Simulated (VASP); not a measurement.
# Ga8P7 (a cell with a defect) in VASP: single point with LDA

Aim: the single point of Ga8P7 (a cell with a defect) with LDA.

All numbers are computed with VASP 6.6.1; they aren't measurements. Logs are shortened: lines on timing, memory, paths and dates and some standing lists are left out, and cuts for length are marked.

## (1) The cell of the first run

The cell holds a defect, 15 atoms: a = 7.708 Å, b = 7.708 Å, c = 7.708 Å, α = 60.00°, β = 60.00°, γ = 60.00°.

## (2) Single point, LDA

The input, INCAR:

```
  PREC = Accurate
  ENCUT = 400
  EDIFF = 1E-6
  ISMEAR = -1
  SIGMA = 0.05
  LREAL = F
  LASPH = T
  NELM = 120
  ALGO = Normal
  ISIF = 2
  LWAVE = F
  LCHARG = T
  LELF = T
  LVHAR = T
  NBANDS = 82
  NELECT = 140.0
  GGA_COMPAT = F
```

The input, KPOINTS:

```
regular mesh
0
Gamma
  2 2 2
```

The input, POSCAR:

```
Ga8P7
1.0
    0.0000000000      5.4505000000      5.4505000000
    5.4505000000      0.0000000000      5.4505000000
    5.4505000000      5.4505000000      0.0000000000
Ga P
8 7
Direct
    0.0000000000      0.0000000000      0.0000000000
    0.0000000000      0.0000000000      0.5000000000
    0.0000000000      0.5000000000      0.0000000000
    0.0000000000      0.5000000000      0.5000000000
    0.5000000000      0.0000000000      0.0000000000
    0.5000000000      0.0000000000      0.5000000000
    0.5000000000      0.5000000000      0.0000000000
    0.5000000000      0.5000000000      0.5000000000
    0.1250000000      0.1250000000      0.6250000000
    0.1250000000      0.6250000000      0.1250000000
    0.1250000000      0.6250000000      0.6250000000
    0.6250000000      0.1250000000      0.1250000000
    0.6250000000      0.1250000000      0.6250000000
    0.6250000000      0.6250000000      0.1250000000
    0.6250000000      0.6250000000      0.6250000000
```

Potentials or basis: VASP PAW LDA potentials, release 64 (Ga_d, P).

Command:

```bash
cat potpaw_LDA.64/Ga_d/POTCAR potpaw_LDA.64/P/POTCAR > POTCAR
mpirun -np 1 vasp_std > vasp.out
```

OUTCAR:

```text
PREC = Accurate
   ENCUT = 400
   EDIFF = 1E-6
   ISMEAR = -1
   LREAL = F
   LASPH = T
   NELM = 120
   ISIF = 2
   NELECT = 140.0

 ion  position               nearest neighbor table
   1  0.000  0.000  0.000-   9 2.36  10 2.36  12 2.36
   2  0.000  0.000  0.500-   9 2.36  11 2.36  13 2.36
   3  0.000  0.500  0.000-  10 2.36  11 2.36  14 2.36
   4  0.000  0.500  0.500-  11 2.36  10 2.36   9 2.36  15 2.36
   5  0.500  0.000  0.000-  12 2.36  13 2.36  14 2.36
   6  0.500  0.000  0.500-  13 2.36  12 2.36   9 2.36  15 2.36
   7  0.500  0.500  0.000-  14 2.36  12 2.36  10 2.36  15 2.36
   8  0.500  0.500  0.500-  15 2.36  13 2.36  14 2.36  11 2.36
   9  0.125  0.125  0.625-   2 2.36   1 2.36   4 2.36   6 2.36
  10  0.125  0.625  0.125-   3 2.36   1 2.36   4 2.36   7 2.36
  11  0.125  0.625  0.625-   4 2.36   3 2.36   2 2.36   8 2.36
  12  0.625  0.125  0.125-   5 2.36   1 2.36   6 2.36   7 2.36
  13  0.625  0.125  0.625-   6 2.36   5 2.36   2 2.36   8 2.36
  14  0.625  0.625  0.125-   7 2.36   5 2.36   3 2.36   8 2.36
  15  0.625  0.625  0.625-   8 2.36   6 2.36   7 2.36   4 2.36

  LATTYP: Found a face centered cubic cell.
 ALAT       =    10.9010000000

  Lattice vectors:

 A1 = (   0.0000000000,   5.4505000000,   5.4505000000)
 A2 = (   5.4505000000,   0.0000000000,   5.4505000000)
 A3 = (   5.4505000000,   5.4505000000,   0.0000000000)

Analysis of symmetry for initial positions (statically):
=====================================================================
 Subroutine PRICEL returns:
 Original cell was already a primitive cell.

 Routine SETGRP: Setting up the symmetry group for a
 face centered cubic supercell.

 Subroutine GETGRP returns: Found 24 space group operations
 (whereof  6 operations were pure point group operations)
 out of a pool of 48 trial point group operations.

The static configuration has the point symmetry C_3v.
 The point group associated with its full space group is T_d .

Analysis of symmetry for dynamics (positions and initial velocities):
=====================================================================
 Subroutine PRICEL returns:
 Original cell was already a primitive cell.

 Routine SETGRP: Setting up the symmetry group for a
 face centered cubic supercell.

 Subroutine GETGRP returns: Found 24 space group operations
[... 118 lines left out ...]
   PSTRESS=    0.0 pullay stress
   NELECT =     140.0000    total number of electrons
   NUPDOWN=      -1.0000    fix difference up-down
   EMIN   =  10.00;   EMAX   =-10.00  energy-range for DOS
   EFERMI =   0.00;   METHOD = LEGACY
   ISMEAR =    -1;   SIGMA  =   0.05  broadening in eV -4-tet -1-fermi 0-gaus
   EFERMI_NEDOS =   21; number of points for ismear=-14 and -15
   IALGO  =     38    algorithm
   IMIX   =      4    mixing-type and parameters
     AMIX     =   0.40;   BMIX     =  1.00
     AMIX_MAG =   1.60;   BMIX_MAG =  1.00
  volume/ion in A,a.u.               =      21.59       145.69
  Fermi-wavevector in a.u.,A,eV,Ry     =   1.237859  2.339214 20.848137  1.532295
  Thomas-Fermi vector in A             =   2.372409
   LORBIT       =      0    0 simple, 1 ext, 2 COOP (PROOUT), +10 PAW based schemes
   GGA     = CA    functional components
   LHFCALC =     F    Hartree Fock is set to
   AEXX    =    0.0000 exact exchange contribution
   IVDW    =     0    specifies the selected vdW correction
   LEPSILON=     F    determine dielectric tensor
   LRPA    =     F    only Hartree local field effects (RPA)
 non-spin polarized calculation
  energy-cutoff  :      400.00
  volume of cell :      323.85
 maximum number of plane-waves:      5961
   NGX = 25   NGY = 25   NGZ = 25

 number of electron     140.0000103 magnetization

 Free energy of the ion-electron system (eV)
  ---------------------------------------------------
  ext. energy  EPLUGINS =         0.00000000
  ---------------------------------------------------
  free energy    TOTEN  =       -69.03953669 eV

  energy without entropy =      -69.01256111  energy(sigma->0) =      -69.02604890

 E-fermi :   5.2464     XC(G=0):  -9.9616

 val. band max:        5.2415153495   @ k =   0.0000   0.0000   0.0000
 cond. band min:       5.3400806606   @ k =   0.0000   0.0000   0.0000
 fundamental gap:      0.0985653111
 Fermi energy:         5.2463632722

 k-point     1 :       0.0000    0.0000    0.0000
  band No.  band energies     occupation
      1     -11.0670      2.00000
      2     -11.0237      2.00000
      3     -11.0237      2.00000
      4     -10.9995      2.00000
      5     -10.9995      2.00000
      6     -10.9995      2.00000
[... 244 lines left out ...]
     81       8.8701      0.00000
     82       9.0062      0.00000

------------------------ aborting loop because EDIFF is reached ----------------------------------------

  FORCE on cell =-STRESS in cart. coord.  units (eV):
  Direction    XX          YY          ZZ          XY          YZ          ZX
  --------------------------------------------------------------------------------------
  -------------------------------------------------------------------------------------
  Total        2.7104417      2.7104417      2.7104417     -0.0000000      0.0000000     -0.0000000
  in kB       13.4094704     13.4094704     13.4094704     -0.0000000      0.0000000     -0.0000000
  external PRESSURE =      13.4094704 kB  Pullay stress =       0.0000000 kB

 VOLUME and BASIS-vectors are now :
 -----------------------------------------------------------------------------
  energy-cutoff  :      400.00
  volume of cell :      323.85
      direct lattice vectors                 reciprocal lattice vectors
     0.000000000  5.450500000  5.450500000    -0.091734703  0.091734703  0.091734703
     5.450500000  0.000000000  5.450500000     0.091734703 -0.091734703  0.091734703
     5.450500000  5.450500000  0.000000000     0.091734703  0.091734703 -0.091734703

 POSITION                                       TOTAL-FORCE (eV/Angst)
 -----------------------------------------------------------------------------------
      0.00000      0.00000      0.00000         0.516276      0.516276      0.516276
      2.72525      2.72525      0.00000        -0.516276     -0.516276      0.516276
      2.72525      0.00000      2.72525        -0.516276      0.516276     -0.516276
      5.45050      2.72525      2.72525        -0.094350      0.094350      0.094350
      0.00000      2.72525      2.72525         0.516276     -0.516276     -0.516276
      2.72525      5.45050      2.72525         0.094350     -0.094350      0.094350
      2.72525      2.72525      5.45050         0.094350      0.094350     -0.094350
      5.45050      5.45050      5.45050        -0.094350     -0.094350     -0.094350
      4.08787      4.08787      1.36262        -0.000000     -0.000000     -0.103567
      4.08787      1.36262      4.08787        -0.000000     -0.103567     -0.000000
      6.81312      4.08787      4.08787         0.103567     -0.000000     -0.000000
      1.36262      4.08787      4.08787        -0.103567     -0.000000     -0.000000
      4.08787      6.81312      4.08787        -0.000000      0.103567     -0.000000
      4.08787      4.08787      6.81312        -0.000000     -0.000000      0.103567
      6.81312      6.81312      6.81312        -0.000000     -0.000000     -0.000000
 -----------------------------------------------------------------------------------
    total drift:                               -0.000013     -0.000013     -0.000014

  FREE ENERGIE OF THE ION-ELECTRON SYSTEM (eV)
  ---------------------------------------------------
  free  energy   TOTEN  =       -69.0395366944 eV

  energy  without entropy=      -69.0125611116  energy(sigma->0) =      -69.02604890
```

OSZICAR:

```text
N       E                     dE             d eps       ncg     rms          rms(c)
DAV:   1     0.140349756502E+04    0.14035E+04   -0.52904E+04   540   0.219E+03
DAV:   2     0.215080586181E+03   -0.11884E+04   -0.11567E+04   516   0.631E+02
DAV:   3    -0.497444096806E+02   -0.26482E+03   -0.25427E+03   624   0.200E+02
DAV:   4    -0.700284629764E+02   -0.20284E+02   -0.19930E+02   548   0.576E+01
DAV:   5    -0.715152369744E+02   -0.14868E+01   -0.14821E+01   760   0.158E+01    0.120E+01
DAV:   6    -0.693504420561E+02    0.21648E+01   -0.44336E+00   680   0.148E+01    0.720E+00
DAV:   7    -0.690693759903E+02    0.28107E+00   -0.18081E+00   608   0.459E+00    0.265E+00
DAV:   8    -0.690404923916E+02    0.28884E-01   -0.35091E-01   592   0.469E+00    0.540E-01
DAV:   9    -0.690387171561E+02    0.17752E-02   -0.40296E-02   584   0.168E+00    0.124E-01
DAV:  10    -0.690394938992E+02   -0.77674E-03   -0.93391E-03   752   0.395E-01    0.822E-02
DAV:  11    -0.690395453574E+02   -0.51458E-04   -0.53373E-04   616   0.104E-01    0.638E-02
DAV:  12    -0.690395365899E+02    0.87675E-05   -0.72656E-05   584   0.539E-02    0.119E-02
DAV:  13    -0.690395367938E+02   -0.20395E-06   -0.19390E-05   672   0.307E-02    0.317E-03
DAV:  14    -0.690395366944E+02    0.99379E-07   -0.41008E-06   464   0.129E-02
   1 F= -.69039537E+02 E0= -.69026049E+02  d E =-.269756E-01
```

stdout:

```text
POSCAR found type information on POSCAR GaP
 POSCAR found :  2 types and      15 ions
 scaLAPACK will be used
 LDA part: xc-table for (Slater(with rela. corr.)+CA(PZ))
 , standard interpolation
 POSCAR, INCAR and KPOINTS ok, starting setup
 FFT: planning ... GRIDC
 FFT: planning ... GRID_SOFT
 FFT: planning ... GRID
 WAVECAR not read
 entering main loop
 the old and the new charge density differ
 old charge density:   139.00000 new  140.00001
    0.120E+01
```

Wall time 50 s (1 thread of AMD EPYC 9R45 (Zen 5), shared host); peak memory 0.24 GiB.

Results:

```
Free energy   : -69.0395 eV
Largest force : 0.894 eV/Å
```

Forces on the atoms (eV/Å):
```
Ga   0.516  0.516  0.516
Ga  -0.516 -0.516  0.516
Ga  -0.516  0.516 -0.516
Ga  -0.094  0.094  0.094
Ga   0.516 -0.516 -0.516
Ga   0.094 -0.094  0.094
Ga   0.094  0.094 -0.094
Ga  -0.094 -0.094 -0.094
P    0.000  0.000 -0.104
P    0.000 -0.104  0.000
P    0.104  0.000  0.000
P   -0.104  0.000  0.000
P    0.000  0.104  0.000
P    0.000  0.000  0.104
P    0.000  0.000  0.000
```

Caveat: the k points lie up to 0.50 Å⁻¹ apart; the cell carries a net charge on a neutralising background, which shifts energy and pressure; the cell is charged against a uniform background, so pressure and absolute levels hang on convention.
